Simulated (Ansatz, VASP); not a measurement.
Two plane-wave programs on Si

File INCAR:

```
SYSTEM = Si
PREC = Accurate
ENCUT = 520
EDIFF = 1E-6
ISMEAR = 0
SIGMA = 0.1
LREAL = .FALSE.
LASPH = .TRUE.
NELM = 80
ALGO = Normal
ISIF = 2
LWAVE = .FALSE.
LCHARG = .FALSE.
LDIPOL = .TRUE.
IDIPOL = 3
DIPOL = 0.5 0.5 0.372
GGA = PE
IVDW = 12
NBANDS = 16
```

Contents of KPOINTS:

```
Automatic mesh
0
G
  9 9 1
  0 0 0
```

File POSCAR:

```
Si
1.0
    3.8475254748      0.0000000000      0.0000000000
   -1.9237627374      3.3320548028      0.0000000000
    0.0000000000      0.0000000000     18.4415958287
Si
4
Direct
    0.3333333333      0.6666666667      0.2695427207
    0.6666666667      0.3333333333      0.2440135898
    0.8888888889      0.1111111111      0.4995010147
    0.5555555556      0.4444444444      0.4739718838
```

Input for Ansatz:

```yaml
crystal:
  lattice:
    - [3.8475254748, 0.0, 0.0]
    - [-1.9237627374, 3.3320548028, 0.0]
    - [0.0, 0.0, 18.4415958287]
  atoms:
    - { symbol: Si, position: [0.3333333333, 0.6666666667, 0.2695427207] }
    - { symbol: Si, position: [0.6666666667, 0.3333333333, 0.2440135898] }
    - { symbol: Si, position: [0.8888888889, 0.1111111111, 0.4995010147] }
    - { symbol: Si, position: [0.5555555556, 0.4444444444, 0.4739718838] }
basis:
  ecutwfc: 420
kpoints:
  mp_grid: { grid: [9, 9, 1] }
hamiltonian:
  xc: pbe
  pseudopotentials: { kind: paw, azcp: { folder: soft_1 } }
  dispersion: d3bj
scf:
  occupations: { method: gaussian, width: 0.1 }
output:
  forces: true
  eigenvalues: true
efield:
  axis: 3
  dipole_correction: true
  ramp_width: 0.04
```

Alike in both runs: task single point; functional PBE; dispersion D3(BJ); k mesh 9 × 9 × 1; occupations gaussian, width 0.1 eV; no spin polarisation.

|  | VASP | Ansatz |
| --- | --- | --- |
| version | VASP 6.6.1 | Ansatz 0.2.0 |
| potentials or method | VASP PAW PBE potentials, release 64 (Si), cutoff 520 eV | scalar-relativistic, plane waves, PAW |
| valence electrons in the cell | 16 | 16 |

VASP gave:

```
gap on the k mesh at the Fermi level (eV) : 0.37
least direct gap on the mesh (eV)         : 0.37
rms of the force components (eV/Å)        : 0.079
```

Task: What did Ansatz give for the same quantities?

Result: gap on the k mesh at the Fermi level (eV): 0.37; least direct gap on the mesh (eV): 0.37; rms of the force components (eV/Å): 0.080.

Atom by atom the forces differ by 0.003 eV/Å (rms over components).
